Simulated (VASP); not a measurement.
# Hf4H3 (Cm) in VASP: single point with PBE

Aim: the single point of Hf4H3 with PBE.

Everything below comes from runs of VASP 6.6.1. Logs are shortened: lines on timing, memory, paths and dates and some standing lists are left out, and cuts for length are marked.

## Step 1: The cell of the first run

It takes space group Cm (No. 8, monoclinic). The conventional cell has a = 5.510 Å, b = 3.289 Å, c = 10.784 Å, α = 90.00°, β = 92.35°, γ = 90.00°. Hf (site symmetry m) has 4 H at 2.06 to 2.15 Å within 2.7 Å. Hf (site symmetry m) has 7 H at 2.00 to 2.06 Å within 2.6 Å. Within 2.8 Å of Hf (site symmetry m) lie 1 H at 2.09 Å. Within 4.1 Å of Hf (site symmetry m) lie 12 Hf at 3.12 to 3.29 Å and 1 H at 3.43 Å. H (site symmetry m) has 4 Hf at 2.06 to 2.07 Å and 3 H at 2.24 to 2.26 Å within 2.7 Å. H (site symmetry m) has 4 Hf at 2.01 to 2.15 Å and 6 H at 2.24 to 2.46 Å within 2.7 Å. Within 2.6 Å of H (site symmetry m) lie 4 Hf at 2.00 to 2.09 Å and 3 H at 2.34 to 2.46 Å.

## Step 2: Single point, PBE

INCAR reads:

```
SYSTEM = Hf4H3
  ALGO = Normal
  EDIFF = 1E-7
  ENCUT = 520
  GGA = PE
  ISIF = 2
  ISMEAR = 0
  LASPH = .TRUE.
  LCHARG = .FALSE.
  LREAL = .FALSE.
  LWAVE = .FALSE.
  NBANDS = 30
  NELM = 80
  PREC = Accurate
  SIGMA = 0.1
```

KPOINTS reads:

```
k-points
0
G
  12 12 4
  0 0 0
```

POSCAR reads:

```
Hf4H3
1.0
    2.7548818573     -1.6446042897      0.0049736051
    2.7548818573      1.6446042897      0.0049736051
   -0.4617103352      0.0000000000     10.7742141947
Hf H
4 3
Direct
    0.0070449438      0.0070449438      0.9813078629
    0.6926934839      0.6926934839      0.2552135000
    0.2734626835      0.2734626835      0.5115852290
    0.6420250922      0.6420250922      0.7455560383
    0.6758588955      0.6758588955      0.0639739964
    0.0212792648      0.0212792648      0.1811824922
    0.3541441834      0.3541441834      0.3236808813
```

Potentials or basis: VASP PAW PBE potentials, release 64 (Hf_pv, H).

The run is started by

```bash
> cat potpaw_PBE.64/Hf_pv/POTCAR potpaw_PBE.64/H/POTCAR > POTCAR
> mpirun -np 1 vasp_std > vasp.out
```

OUTCAR:

```text
SYSTEM = Hf4H3
   EDIFF = 1E-7
   ENCUT = 520
   GGA = PE
   ISIF = 2
   ISMEAR = 0
   LASPH = .TRUE.
   LREAL = .FALSE.
   NELM = 80
   PREC = Accurate

 ion  position               nearest neighbor table
   1  0.007  0.007  0.981-   5 2.06   5 2.07   5 2.07   6 2.15   4 3.14   4 3.14   4 3.18   2 3.48
                             2 3.50   2 3.50
   2  0.693  0.693  0.255-   7 2.00   7 2.00   6 2.01   7 2.03   6 2.04   6 2.04   5 2.06   3 3.23
                             3 3.23   1 3.48   1 3.50   1 3.50   3 3.67
   3  0.273  0.273  0.512-   7 2.09   4 3.12   4 3.12   4 3.17   2 3.23   2 3.23   2 3.67
   4  0.642  0.642  0.746-   3 3.12   3 3.12   1 3.14   1 3.14   3 3.17   1 3.18
   5  0.676  0.676  0.064-   2 2.06   1 2.06   1 2.07   1 2.07
   6  0.021  0.021  0.181-   2 2.01   2 2.04   2 2.04   1 2.15
   7  0.354  0.354  0.324-   2 2.00   2 2.00   2 2.03   3 2.09

  LATTYP: Found a base centered monoclinic cell.
 ALAT       =     5.5097726938
 B/A-ratio  =     0.5969771826
 C/A-ratio  =     1.9572681407
 COS(beta)  =    -0.0410101884

  Lattice vectors:

 A1 = (   2.7548818573,  -1.6446042897,   0.0049736051)
 A2 = (   2.7548818573,   1.6446042897,   0.0049736051)
 A3 = (  -0.4617103352,   0.0000000000,  10.7742141947)

Analysis of symmetry for initial positions (statically):
=====================================================================
 Subroutine PRICEL returns:
 Original cell was already a primitive cell.

 Routine SETGRP: Setting up the symmetry group for a
 base centered monoclinic supercell.

 Subroutine GETGRP returns: Found  2 space group operations
 (whereof  2 operations were pure point group operations)
 out of a pool of  4 trial point group operations.

The static configuration has the point symmetry C_1h.

Analysis of symmetry for dynamics (positions and initial velocities):
=====================================================================
 Subroutine PRICEL returns:
 Original cell was already a primitive cell.

 Routine SETGRP: Setting up the symmetry group for a
 base centered monoclinic supercell.

 Subroutine GETGRP returns: Found  2 space group operations
 (whereof  2 operations were pure point group operations)
 out of a pool of  4 trial point group operations.

The dynamic configuration has the point symmetry C_1h.

 Subroutine INISYM returns: Found  2 space group operations
 (whereof  2 operations are pure point group operations),
 and found     1 'primitive' translations

----------------------------------------------------------------------------------------

                                     Primitive cell

  volume of cell :      97.6368

  direct lattice vectors                    reciprocal lattice vectors
     2.754881857 -1.644604290  0.004973605     0.181481946 -0.304024502  0.007777095
     2.754881857  1.644604290  0.004973605     0.181481946  0.304024502  0.007777095
    -0.461710335  0.000000000 10.774214195    -0.000167552  0.000000000  0.092807013

  length of vectors
     3.208445426  3.208445426 10.784102556     0.354156855  0.354156855  0.092807165

  position of ions in fractional coordinates (direct lattice)
     0.007044944  0.007044944  0.981307863
     0.692693484  0.692693484  0.255213500
     0.273462684  0.273462684  0.511585229
     0.642025092  0.642025092  0.745556038
     0.675858895  0.675858895  0.063973996
     0.021279265  0.021279265  0.181182492
     0.354144183  0.354144183  0.323680881

  ion indices of the primitive-cell ions
   primitive index   ion index
                 1           1
                 2           2
                 3           3
                 4           4
                 5           5
                 6           6
                 7           7

----------------------------------------------------------------------------------------

 KPOINTS: k-points

Automatic generation of k-mesh.
 Grid dimensions read from file:
 generate k-points for:   12   12    4

 Generating k-lattice:

  Cartesian coordinates                     Fractional coordinates (reciprocal lattice)
     0.015123495 -0.025335375  0.000648091     0.083333333 -0.000000000  0.000000000
     0.015123495  0.025335375  0.000648091    -0.000000000  0.083333333  0.000000000
    -0.000041888  0.000000000  0.023201753     0.000000000  0.000000000  0.250000000

  Length of vectors
     0.029513071  0.029513071  0.023201791

  Shift w.r.t. Gamma in fractional coordinates (k-lattice)
     0.000000000  0.000000000  0.000000000

 Subroutine IBZKPT returns following result:
 ===========================================

 Found    164 irreducible k-points:

 Following reciprocal coordinates:
            Coordinates               Weight
  0.000000  0.000000  0.000000      1.000000
  0.083333 -0.000000 -0.000000      4.000000
  0.166667 -0.000000 -0.000000      4.000000
  0.250000 -0.000000  0.000000      4.000000
  0.333333  0.000000  0.000000      4.000000
  0.416667 -0.000000  0.000000      4.000000
[... 16 lines left out ...]
  0.500000  0.166667  0.000000      4.000000
 -0.416667  0.166667 -0.000000      4.000000
 [... further k-points ...]
   k-points           NKPTS =    164   k-points in BZ     NKDIM =    164   number of bands    NBANDS=     30
   number of dos      NEDOS =    301   number of ions     NIONS =      7
   total plane-waves  NPLWV =  46080
   dimension x,y,z NGX =    24 NGY =   24 NGZ =   80
   dimension x,y,z NGXF=    48 NGYF=   48 NGZF=  160
   ions per type =               4   3
   NGX,Y,Z   is equivalent  to a cutoff of  12.44, 12.44, 12.33 a.u.
   NGXF,Y,Z  is equivalent  to a cutoff of  24.87, 24.87, 24.67 a.u.
 SYSTEM =  Hf4H3
   PREC   = accura    normal or accurate (medium, high low for compatibility)
   ISTART =      0    job   : 0-new  1-cont  2-samecut
   ICHARG =      2    charge: 1-file 2-atom 10-const
   ISPIN  =      1    spin polarized calculation?
   LNONCOLLINEAR =      F non collinear calculations
   LSORBIT =      F    spin-orbit coupling
   LASPH  =      T    aspherical Exc in radial PAW
   ENCUT  =  520.0 eV  38.22 Ry    6.18 a.u.   5.97  5.97 20.05*2*pi/ulx,y,z
   NELM   =     80;   NELMIN=  2; NELMDL= -5     # of ELM steps
   EDIFF  = 0.1E-06   stopping-criterion for ELM
   LREAL  =      F    real-space projection
   EDIFFG = 0.1E-05   stopping-criterion for IOM
   NSW    =      0    number of steps for IOM
   IBRION =     -1    ionic relax: 0-MD 1-quasi-New 2-CG
   NFREE  =      0    steps in history (QN), initial steepest desc. (CG)
   ISIF   =      2    stress and relaxation
   ISYM   =      2    0-nonsym 1-usesym 2-fastsym
   POTIM  = 0.5000    time-step for ionic-motion
   TEBEG  =    0.0;   TEEND  =   0.0 temperature during run
   PSTRESS=    0.0 pullay stress
   NELECT =      43.0000    total number of electrons
   NUPDOWN=      -1.0000    fix difference up-down
   EMIN   =  10.00;   EMAX   =-10.00  energy-range for DOS
   EFERMI =   0.00;   METHOD = LEGACY
   ISMEAR =     0;   SIGMA  =   0.10  broadening in eV -4-tet -1-fermi 0-gaus
   EFERMI_NEDOS =   21; number of points for ismear=-14 and -15
   IALGO  =     38    algorithm
   IMIX   =      4    mixing-type and parameters
     AMIX     =   0.40;   BMIX     =  1.00
     AMIX_MAG =   1.60;   BMIX_MAG =  1.00
  volume/ion in A,a.u.               =      13.95        94.13
  Fermi-wavevector in a.u.,A,eV,Ry     =   1.245546  2.353741 21.107873  1.551385
  Thomas-Fermi vector in A             =   2.379763
   LORBIT       =      0    0 simple, 1 ext, 2 COOP (PROOUT), +10 PAW based schemes
   GGA     = PE    functional components
   LHFCALC =     F    Hartree Fock is set to
   AEXX    =    0.0000 exact exchange contribution
   IVDW    =     0    specifies the selected vdW correction
   LEPSILON=     F    determine dielectric tensor
   LRPA    =     F    only Hartree local field effects (RPA)
 non-spin polarized calculation
 Gauss-broadening in eV      SIGMA  =   0.10
  energy-cutoff  :      520.00
  volume of cell :       97.64
 maximum number of plane-waves:      2660
   NGX = 11   NGY = 11   NGZ = 41

 number of electron      42.9999999 magnetization

 Free energy of the ion-electron system (eV)
  ---------------------------------------------------
  ext. energy  EPLUGINS =         0.00000000
  ---------------------------------------------------
  free energy    TOTEN  =       -51.75580588 eV

  energy without entropy =      -51.73782122  energy(sigma->0) =      -51.74681355

 E-fermi :   4.6517     XC(G=0): -11.2307

 val. band max:        4.6511972297   @ k =   0.1667   0.0833   0.5000
 cond. band min:       4.6547386254   @ k =   0.1667   0.0833   0.2500
 fundamental gap:      0.0035413957
 Fermi energy:         4.6516813709

 k-point     1 :       0.0000    0.0000    0.0000
  band No.  band energies     occupation
      1     -26.3705      2.00000
      2     -26.1292      2.00000
      3     -26.0032      2.00000
      4     -25.9931      2.00000
      5     -25.9236      2.00000
      6     -25.8141      2.00000
[... 22 lines left out ...]
     29       7.3181      0.00000
     30       7.6599      0.00000

 k-point     2 :       0.0833   -0.0000   -0.0000
  band No.  band energies     occupation
      1     -26.3571      2.00000
      2     -26.1285      2.00000
      3     -26.0402      2.00000
      4     -25.9883      2.00000
      5     -25.9389      2.00000
      6     -25.8422      2.00000
[... 22 lines left out ...]
     29       7.0480      0.00000
     30       7.6808      0.00000

 k-point     3 :       0.1667   -0.0000   -0.0000
  band No.  band energies     occupation
      1     -26.3197      2.00000
      2     -26.1597      2.00000
      3     -26.1062      2.00000
      4     -26.0057      2.00000
      5     -25.9679      2.00000
      6     -25.9140      2.00000
[... 682 lines left out ...]
     29       8.8930      0.00000
     30       8.9593      0.00000

 k-point    24 :      -0.4167    0.1667   -0.0000
  band No.  band energies     occupation
      1     -26.5144      2.00000
      2     -26.3154      2.00000
      3     -26.1778      2.00000
      4     -26.1455      2.00000
      5     -26.1019      2.00000
      6     -26.0244      2.00000
[... 22 lines left out ...]
     29       9.1398      0.00000
     30       9.1638      0.00000

 [... further k-points ...]

------------------------ aborting loop because EDIFF is reached ----------------------------------------

  FORCE on cell =-STRESS in cart. coord.  units (eV):
  Direction    XX          YY          ZZ          XY          YZ          ZX
  --------------------------------------------------------------------------------------
  -------------------------------------------------------------------------------------
  Total       -0.3350450     -0.3611191     -0.3605684      0.0000000      0.0000000      0.0072248
  in kB       -5.4979417     -5.9258060     -5.9167695      0.0000000      0.0000000      0.1185553
  external PRESSURE =      -5.7801724 kB  Pullay stress =       0.0000000 kB

 VOLUME and BASIS-vectors are now :
 -----------------------------------------------------------------------------
  energy-cutoff  :      520.00
  volume of cell :       97.64
      direct lattice vectors                 reciprocal lattice vectors
     2.754881857 -1.644604290  0.004973605     0.181481946 -0.304024502  0.007777095
     2.754881857  1.644604290  0.004973605     0.181481946  0.304024502  0.007777095
    -0.461710335  0.000000000 10.774214195    -0.000167552  0.000000000  0.092807013

 POSITION                                       TOTAL-FORCE (eV/Angst)
 -----------------------------------------------------------------------------------
     -0.41426      0.00000     10.57289         0.000039      0.000000      0.015833
      3.69874      0.00000      2.75662        -0.010990      0.000000     -0.012532
      1.27051      0.00000      5.51465         0.004934      0.000000      0.001839
      3.19318      0.00000      8.03917        -0.000890      0.000000     -0.003044
      3.69429      0.00000      0.69599         0.002858      0.000000     -0.004843
      0.03359      0.00000      1.95231         0.004041      0.000000      0.003609
      1.80180      0.00000      3.49093         0.000008      0.000000     -0.000863
 -----------------------------------------------------------------------------------
    total drift:                                0.000195     -0.000000      0.000075

  FREE ENERGIE OF THE ION-ELECTRON SYSTEM (eV)
  ---------------------------------------------------
  free  energy   TOTEN  =       -51.7558058778 eV

  energy  without entropy=      -51.7378212162  energy(sigma->0) =      -51.74681355
```

Wall time 11 min (1 thread of Oxide Virtual Turin-like, shared host); peak memory 0.44 GiB.

Results:

```yaml
Free_energy: -51.7558 eV
Pressure: -0.6 GPa
Largest_force: 0.017 eV/Å
Band_gap_on_the_k_mesh: zero (an odd number of electrons rules out a gap without spin polarisation)
```

Forces in eV/Å, atoms in the order of the input:
```
Hf   0.000  0.000  0.016
Hf  -0.011  0.000 -0.013
Hf   0.005  0.000  0.002
Hf  -0.001  0.000 -0.003
H    0.003  0.000 -0.005
H    0.004  0.000  0.004
H    0.000  0.000 -0.001
```

Caveat: spin-orbit coupling is left out, which moves the levels of the heavy elements; an odd number of electrons without spin polarisation forces a metal; a magnetic or distorted state may lie lower.
